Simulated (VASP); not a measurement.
# SnTe (F-43m) in VASP: further runs

Aim: see how the results for SnTe move with the level of theory and the settings. Levels: PBEsol-based screened hybrid, PBEsol-based global hybrid. Tasks: single point.

Everything below comes from runs of VASP 6.6.1. Logs are shortened: lines on timing, memory, paths and dates and some standing lists are left out, and cuts for length are marked.

### 1 The cell of the first run

It takes space group F-43m (No. 216, cubic). The conventional cell has a = 7.051 Å, b = 7.051 Å, c = 7.051 Å, α = 90.00°, β = 90.00°, γ = 90.00°. Within 4.0 Å of Te (site symmetry -43m) lie 4 Sn at 3.05 Å. Sn (site symmetry -43m) has 4 Te at 3.05 Å within 4.0 Å.

### 2 Single point, PBEsol-based screened hybrid

Contents of POSCAR:

```
SnTe
1.0
    0.0000000000      3.5254930348      3.5254930348
    3.5254930348      0.0000000000      3.5254930348
    3.5254930348      3.5254930348      0.0000000000
Te Sn
1 1
Direct
    0.2500000000      0.2500000000      0.2500000000
    0.0000000000      0.0000000000      0.0000000000
```

Contents of INCAR.step1:

```
PREC = Accurate
ENCUT = 520
EDIFF = 1E-5
ISMEAR = -1
SIGMA = 0.05
LREAL = False
LASPH = True
NELM = 80
ALGO = Normal
ISIF = 2
LWAVE = True
LCHARG = False
GGA = PE
NBANDS = 17
```

Contents of INCAR.step2:

```
PREC = Accurate
ENCUT = 520
EDIFF = 1E-6
ISMEAR = -1
SIGMA = 0.05
LREAL = False
LASPH = True
NELM = 80
ALGO = Normal
ISIF = 2
LWAVE = False
LCHARG = False
GGA = PS
LHFCALC = True
AEXX = 0.25
HFSCREEN = 0.207
PRECFOCK = Normal
ISTART = 1
NBANDS = 17
```

Contents of KPOINTS:

```
regular mesh
0
Gamma
  4 4 4
```

Potentials or basis: VASP PAW PBE potentials, release 64 (Te, Sn_d).

Run with:

```
$ cat potpaw_PBE.64/Te/POTCAR potpaw_PBE.64/Sn_d/POTCAR > POTCAR
$ cp INCAR.step1 INCAR
$ mpirun -np 1 vasp_std > vasp.out
$ cp INCAR.step2 INCAR
$ mpirun -np 1 vasp_std > vasp.out
```

OUTCAR:

```text
PREC = Accurate
   ENCUT = 520
   EDIFF = 1E-6
   ISMEAR = -1
   LREAL = False
   LASPH = True
   NELM = 80
   ISIF = 2
   GGA = PS
   LHFCALC = True
   AEXX = 0.25
   HFSCREEN = 0.207
   PRECFOCK = Normal
   ISTART = 1

 ion  position               nearest neighbor table
   1  0.250  0.250  0.250-   2 3.05   2 3.05   2 3.05   2 3.05
   2  0.000  0.000  0.000-   1 3.05   1 3.05   1 3.05   1 3.05

  LATTYP: Found a face centered cubic cell.
 ALAT       =     7.0509860696

  Lattice vectors:

 A1 = (   0.0000000000,   3.5254930348,   3.5254930348)
 A2 = (   3.5254930348,   0.0000000000,   3.5254930348)
 A3 = (   3.5254930348,   3.5254930348,   0.0000000000)

Analysis of symmetry for initial positions (statically):
=====================================================================
 Subroutine PRICEL returns:
 Original cell was already a primitive cell.

 Routine SETGRP: Setting up the symmetry group for a
 face centered cubic supercell.

 Subroutine GETGRP returns: Found 24 space group operations
 (whereof 24 operations were pure point group operations)
 out of a pool of 48 trial point group operations.

The static configuration has the point symmetry T_d .

Analysis of symmetry for dynamics (positions and initial velocities):
=====================================================================
 Subroutine PRICEL returns:
 Original cell was already a primitive cell.

 Routine SETGRP: Setting up the symmetry group for a
 face centered cubic supercell.

 Subroutine GETGRP returns: Found 24 space group operations
 (whereof 24 operations were pure point group operations)
 out of a pool of 48 trial point group operations.

The dynamic configuration has the point symmetry T_d .

 Subroutine INISYM returns: Found 24 space group operations
 (whereof 24 operations are pure point group operations),
 and found     1 'primitive' translations

----------------------------------------------------------------------------------------

                                     Primitive cell

  volume of cell :      87.6374

  direct lattice vectors                    reciprocal lattice vectors
     0.000000000  3.525493035  3.525493035    -0.141824135  0.141824135  0.141824135
     3.525493035  0.000000000  3.525493035     0.141824135 -0.141824135  0.141824135
     3.525493035  3.525493035  0.000000000     0.141824135  0.141824135 -0.141824135

  length of vectors
     4.985800064  4.985800064  4.985800064     0.245646608  0.245646608  0.245646608

  position of ions in fractional coordinates (direct lattice)
     0.250000000  0.250000000  0.250000000
     0.000000000  0.000000000  0.000000000

  ion indices of the primitive-cell ions
   primitive index   ion index
                 1           1
                 2           2

----------------------------------------------------------------------------------------

 KPOINTS: regular mesh

Automatic generation of k-mesh.
 Grid dimensions read from file:
 generate k-points for:    4    4    4

 Generating k-lattice:

  Cartesian coordinates                     Fractional coordinates (reciprocal lattice)
    -0.035456034  0.035456034  0.035456034     0.250000000  0.000000000  0.000000000
     0.035456034 -0.035456034  0.035456034     0.000000000  0.250000000  0.000000000
     0.035456034  0.035456034 -0.035456034     0.000000000  0.000000000  0.250000000

  Length of vectors
     0.061411652  0.061411652  0.061411652

  Shift w.r.t. Gamma in fractional coordinates (k-lattice)
     0.000000000  0.000000000  0.000000000

 Subroutine IBZKPT returns following result:
 ===========================================

 Found      8 irreducible k-points:

 Following reciprocal coordinates:
            Coordinates               Weight
  0.000000  0.000000  0.000000      1.000000
  0.250000  0.000000  0.000000      8.000000
  0.500000  0.000000  0.000000      4.000000
  0.250000  0.250000  0.000000      6.000000
  0.500000  0.250000  0.000000     24.000000
 -0.250000  0.250000  0.000000     12.000000
  0.500000  0.500000  0.000000      3.000000
 -0.250000  0.500000  0.250000      6.000000
   k-points           NKPTS =      8   k-points in BZ     NKDIM =     64   number of bands    NBANDS=     17
   number of dos      NEDOS =    301   number of ions     NIONS =      2
   total plane-waves  NPLWV =  64000
   dimension x,y,z NGX =    40 NGY =   40 NGZ =   40
   dimension x,y,z NGXF=    80 NGYF=   80 NGZF=   80
   ions per type =               1   1
   NGX,Y,Z   is equivalent  to a cutoff of  13.34, 13.34, 13.34 a.u.
   NGXF,Y,Z  is equivalent  to a cutoff of  26.68, 26.68, 26.68 a.u.
 SYSTEM =  unknown system
   PREC   = accura    normal or accurate (medium, high low for compatibility)
   ISTART =      1    job   : 0-new  1-cont  2-samecut
   ICHARG =      0    charge: 1-file 2-atom 10-const
   ISPIN  =      1    spin polarized calculation?
   LNONCOLLINEAR =      F non collinear calculations
   LSORBIT =      F    spin-orbit coupling
   LASPH  =      T    aspherical Exc in radial PAW
   ENCUT  =  520.0 eV  38.22 Ry    6.18 a.u.   9.27  9.27  9.27*2*pi/ulx,y,z
   NELM   =     80;   NELMIN=  2; NELMDL=  0     # of ELM steps
   EDIFF  = 0.1E-05   stopping-criterion for ELM
   LREAL  =      F    real-space projection
   EDIFFG = 0.1E-04   stopping-criterion for IOM
   NSW    =      0    number of steps for IOM
   IBRION =     -1    ionic relax: 0-MD 1-quasi-New 2-CG
   NFREE  =      0    steps in history (QN), initial steepest desc. (CG)
   ISIF   =      2    stress and relaxation
   ISYM   =      3    0-nonsym 1-usesym 2-fastsym
   POTIM  = 0.5000    time-step for ionic-motion
   TEBEG  =    0.0;   TEEND  =   0.0 temperature during run
   PSTRESS=    0.0 pullay stress
   NELECT =      20.0000    total number of electrons
   NUPDOWN=      -1.0000    fix difference up-down
   EMIN   =  10.00;   EMAX   =-10.00  energy-range for DOS
   EFERMI =   0.00;   METHOD = LEGACY
   ISMEAR =    -1;   SIGMA  =   0.05  broadening in eV -4-tet -1-fermi 0-gaus
   EFERMI_NEDOS =   21; number of points for ismear=-14 and -15
   IALGO  =     38    algorithm
   IMIX   =      1    mixing-type and parameters
     AMIX     =   0.40;   BMIX     =  1.00
     AMIX_MAG =   1.60;   BMIX_MAG =  1.00
  volume/ion in A,a.u.               =      43.82       295.70
  Fermi-wavevector in a.u.,A,eV,Ry     =   1.000434  1.890546 13.617630  1.000868
  Thomas-Fermi vector in A             =   2.132790
   LORBIT       =      0    0 simple, 1 ext, 2 COOP (PROOUT), +10 PAW based schemes
   GGA     = PS    functional components
   LHFCALC =     T    Hartree Fock is set to
   PRECFOCK=normal    Normal, Fast or Accurate (Low or Medium for compatibility)
   ENCUT4O =  -1.0   cutoff for four orbital integrals eV
   NKREDX  =     1    reduce k-point grid by
   NKREDY  =     1    reduce k-point grid by
   NKREDZ  =     1    reduce k-point grid by
   AEXX    =    0.2500 exact exchange contribution
   HFSCREEN=    0.2070 screening length (either q_TF or 0.3 A-1)
   HFSCREENC=   0.2070 screening length for correlation (either q_TF or 0.3 A-1)
   ENCUTFOCK=  -1.0 apply spherical cutoff to Coloumb kernel
   IVDW    =     0    specifies the selected vdW correction
   LEPSILON=     F    determine dielectric tensor
   LRPA    =     F    only Hartree local field effects (RPA)
 non-spin polarized calculation
  energy-cutoff  :      520.00
  volume of cell :       87.64
 maximum number of plane-waves:      2397
 NGX is ok and might be reduce to    40
  NGX = 28; NGY = 28; NGZ = 28

 number of electron      20.0000001 magnetization

 Free energy of the ion-electron system (eV)
  ---------------------------------------------------
  ext. energy  EPLUGINS =         0.00000000
  ---------------------------------------------------
  free energy    TOTEN  =        -8.83968902 eV

  energy without entropy =       -8.83057567  energy(sigma->0) =       -8.83513234

 E-fermi :   3.6908     XC(G=0):  -6.6828

 val. band max:        3.6656744934   @ k =   0.5000   0.5000   0.0000
 cond. band min:       3.9871302363   @ k =   0.2500   0.2500   0.0000
 fundamental gap:      0.3214557429
 Fermi energy:         3.6907745582

 k-point     1 :       0.0000    0.0000    0.0000
  band No.  band energies     occupation
      1     -20.5286      2.00000
      2     -20.5286      2.00000
      3     -20.5286      2.00000
      4     -20.5112      2.00000
      5     -20.5112      2.00000
      6      -9.7282      2.00000
[... 9 lines left out ...]
     16      10.5293      0.00000
     17      11.6267      0.00000

 k-point     2 :       0.2500    0.0000    0.0000
  band No.  band energies     occupation
      1     -20.5293      2.00000
      2     -20.5274      2.00000
      3     -20.5274      2.00000
      4     -20.5112      2.00000
      5     -20.5112      2.00000
      6      -9.4141      2.00000
[... 9 lines left out ...]
     16       9.8334      0.00000
     17      11.1647      0.00000

 k-point     3 :       0.5000    0.0000    0.0000
  band No.  band energies     occupation
      1     -20.5300      2.00000
      2     -20.5262      2.00000
      3     -20.5262      2.00000
      4     -20.5111      2.00000
      5     -20.5111      2.00000
      6      -9.0105      2.00000
[... 9 lines left out ...]
     16      11.0975      0.00000
     17      11.0975      0.00000

 k-point     4 :       0.2500    0.2500    0.0000
  band No.  band energies     occupation
      1     -20.5311      2.00000
      2     -20.5261      2.00000
      3     -20.5261      2.00000
      4     -20.5120      2.00000
      5     -20.5106      2.00000
      6      -9.3017      2.00000
[... 9 lines left out ...]
     16      11.1981      0.00000
     17      13.0131      0.00000

 k-point     5 :       0.5000    0.2500    0.0000
  band No.  band energies     occupation
      1     -20.5316      2.00000
      2     -20.5251      2.00000
      3     -20.5249      2.00000
      4     -20.5119      2.00000
      5     -20.5106      2.00000
      6      -8.8750      2.00000
[... 9 lines left out ...]
     16      11.3513      0.00000
     17      12.1664      0.00000

 k-point     6 :      -0.2500    0.2500    0.0000
  band No.  band energies     occupation
      1     -20.5304      2.00000
      2     -20.5260      2.00000
      3     -20.5258      2.00000
      4     -20.5113      2.00000
      5     -20.5112      2.00000
      6      -9.0264      2.00000
[... 9 lines left out ...]
     16      11.1007      0.00000
     17      12.2760      0.00000

 k-point     7 :       0.5000    0.5000    0.0000
  band No.  band energies     occupation
      1     -20.5335      2.00000
      2     -20.5236      2.00000
      3     -20.5236      2.00000
      4     -20.5127      2.00000
      5     -20.5100      2.00000
      6      -8.7138      2.00000
[... 9 lines left out ...]
     16      12.4197      0.00000
     17      12.4197      0.00000

 k-point     8 :      -0.2500    0.5000    0.2500
  band No.  band energies     occupation
      1     -20.5318      2.00000
      2     -20.5254      2.00000
      3     -20.5237      2.00000
      4     -20.5120      2.00000
      5     -20.5107      2.00000
      6      -8.7080      2.00000
[... 9 lines left out ...]
     16      12.1244      0.00000
     17      12.1487      0.00000

------------------------ aborting loop because EDIFF is reached ----------------------------------------

  FORCE on cell =-STRESS in cart. coord.  units (eV):
  Direction    XX          YY          ZZ          XY          YZ          ZX
  --------------------------------------------------------------------------------------
  -------------------------------------------------------------------------------------
  Total       -0.1287981     -0.1287981     -0.1287981      0.0000000      0.0000000      0.0000000
  in kB       -2.3546722     -2.3546722     -2.3546722      0.0000000      0.0000000      0.0000000
  external PRESSURE =      -2.3546722 kB  Pullay stress =       0.0000000 kB

 VOLUME and BASIS-vectors are now :
 -----------------------------------------------------------------------------
  energy-cutoff  :      520.00
  volume of cell :       87.64
      direct lattice vectors                 reciprocal lattice vectors
     0.000000000  3.525493035  3.525493035    -0.141824135  0.141824135  0.141824135
     3.525493035  0.000000000  3.525493035     0.141824135 -0.141824135  0.141824135
     3.525493035  3.525493035  0.000000000     0.141824135  0.141824135 -0.141824135

 POSITION                                       TOTAL-FORCE (eV/Angst)
 -----------------------------------------------------------------------------------
      1.76275      1.76275      1.76275         0.000000      0.000000      0.000000
      0.00000      0.00000      0.00000        -0.000000     -0.000000     -0.000000
 -----------------------------------------------------------------------------------
    total drift:                               -0.000012      0.000014      0.000004

  FREE ENERGIE OF THE ION-ELECTRON SYSTEM (eV)
  ---------------------------------------------------
  free  energy   TOTEN  =        -8.8396890174 eV

  energy  without entropy=       -8.8305756676  energy(sigma->0) =       -8.83513234
```

It took 9.7 min on 1 thread of AMD EPYC 7R13 (Zen 3), shared host; peak memory 0.32 GiB.

Results:

| Quantity | Value |
| --- | --- |
| Free energy | -8.8397 eV |
| Pressure | -0.2 GPa |

Caveat: the k points lie up to 0.39 Å⁻¹ apart; the PAW data sets were made with another functional, which shifts forces and pressure a little; spin-orbit coupling is left out, which moves the levels of the heavy elements.

### 3 Single point, PBEsol-based global hybrid

This run uses another cell than the first one, of 44.30 Å³/atom, 1.011 times its volume.

Contents of POSCAR:

```
SnTe
1.0
    0.0000000000      3.5384680836      3.5384680836
    3.5384680836      0.0000000000      3.5384680836
    3.5384680836      3.5384680836      0.0000000000
Te Sn
1 1
Direct
    0.2500000000      0.2500000000      0.2500000000
    0.0000000000      0.0000000000      0.0000000000
```

Contents of INCAR.step1:

```
  ALGO = Normal
  EDIFF = 1E-5
  ENCUT = 520
  GGA = PE
  ISIF = 2
  ISMEAR = -1
  LASPH = True
  LCHARG = False
  LREAL = False
  LWAVE = True
  NBANDS = 17
  NELM = 80
  PREC = Accurate
  SIGMA = 0.05
```

Contents of INCAR.step2:

```
  AEXX = 0.25
  ALGO = Normal
  EDIFF = 1E-6
  ENCUT = 520
  GGA = PS
  ISIF = 2
  ISMEAR = -1
  ISTART = 1
  LASPH = True
  LCHARG = False
  LHFCALC = True
  LREAL = False
  LWAVE = False
  NBANDS = 17
  NELM = 80
  PREC = Accurate
  PRECFOCK = Normal
  SIGMA = 0.05
```

Contents of KPOINTS:

```
k-points
0
Gamma
  4 4 4
```

Potentials or basis: VASP PAW PBE potentials, release 64 (Te, Sn_d).

Run with:

```
$ cat potpaw_PBE.64/Te/POTCAR potpaw_PBE.64/Sn_d/POTCAR > POTCAR
$ cp INCAR.step1 INCAR
$ mpirun -np 1 vasp_std > vasp.out
$ cp INCAR.step2 INCAR
$ mpirun -np 1 vasp_std > vasp.out
```

OUTCAR:

```text
AEXX = 0.25
   EDIFF = 1E-6
   ENCUT = 520
   GGA = PS
   ISIF = 2
   ISMEAR = -1
   ISTART = 1
   LASPH = True
   LHFCALC = True
   LREAL = False
   NELM = 80
   PREC = Accurate
   PRECFOCK = Normal

 ion  position               nearest neighbor table
   1  0.250  0.250  0.250-   2 3.06   2 3.06   2 3.06   2 3.06
   2  0.000  0.000  0.000-   1 3.06   1 3.06   1 3.06   1 3.06

  LATTYP: Found a face centered cubic cell.
 ALAT       =     7.0769361672

  Lattice vectors:

[... 336 lines left out ...]
------------------------ aborting loop because EDIFF is reached ----------------------------------------

  FORCE on cell =-STRESS in cart. coord.  units (eV):
  Direction    XX          YY          ZZ          XY          YZ          ZX
  --------------------------------------------------------------------------------------
  -------------------------------------------------------------------------------------
  Total       -0.1116372     -0.1116372     -0.1116372     -0.0000000      0.0000000     -0.0000000
  in kB       -2.0185692     -2.0185692     -2.0185692     -0.0000000      0.0000000     -0.0000000
  external PRESSURE =      -2.0185692 kB  Pullay stress =       0.0000000 kB

 VOLUME and BASIS-vectors are now :
 -----------------------------------------------------------------------------
  energy-cutoff  :      520.00
  volume of cell :       88.61
      direct lattice vectors                 reciprocal lattice vectors
     0.000000000  3.538468084  3.538468084    -0.141304086  0.141304086  0.141304086
     3.538468084  0.000000000  3.538468084     0.141304086 -0.141304086  0.141304086
     3.538468084  3.538468084  0.000000000     0.141304086  0.141304086 -0.141304086

 POSITION                                       TOTAL-FORCE (eV/Angst)
 -----------------------------------------------------------------------------------
      1.76923      1.76923      1.76923        -0.000000     -0.000000     -0.000000
      0.00000      0.00000      0.00000         0.000000      0.000000      0.000000
 -----------------------------------------------------------------------------------
    total drift:                               -0.000000      0.000001     -0.000000

  FREE ENERGIE OF THE ION-ELECTRON SYSTEM (eV)
  ---------------------------------------------------
  free  energy   TOTEN  =        -9.8515846802 eV

  energy  without entropy=       -9.8514921186  energy(sigma->0) =       -9.85153840
```

OUTCAR.step1:

```text
EDIFF = 1E-5
   ENCUT = 520
   GGA = PE
   ISIF = 2
   ISMEAR = -1
[... 362 lines left out ...]
 -----------------------------------------------------------------------------------
      1.76923      1.76923      1.76923         0.000000      0.000000      0.000000
      0.00000      0.00000      0.00000        -0.000000     -0.000000     -0.000000
 -----------------------------------------------------------------------------------
    total drift:                               -0.000000     -0.000000     -0.000000

  FREE ENERGIE OF THE ION-ELECTRON SYSTEM (eV)
  ---------------------------------------------------
  free  energy   TOTEN  =        -7.0670937541 eV

  energy  without entropy=       -7.0575608876  energy(sigma->0) =       -7.06232732
```

Wall time 14 min (1 thread of AMD EPYC 7R13 (Zen 3), shared host); peak memory 0.22 GiB.

What came out:

- Free energy: -9.8516 eV
- Pressure: -0.2 GPa
- Band gap on the k mesh: 0.71 eV, indirect (least direct gap 1.67 eV)

Caveat: the PAW data sets were made with another functional, which shifts forces and pressure a little; spin-orbit coupling is left out, which moves the levels of the heavy elements. A k mesh can miss the band edges.
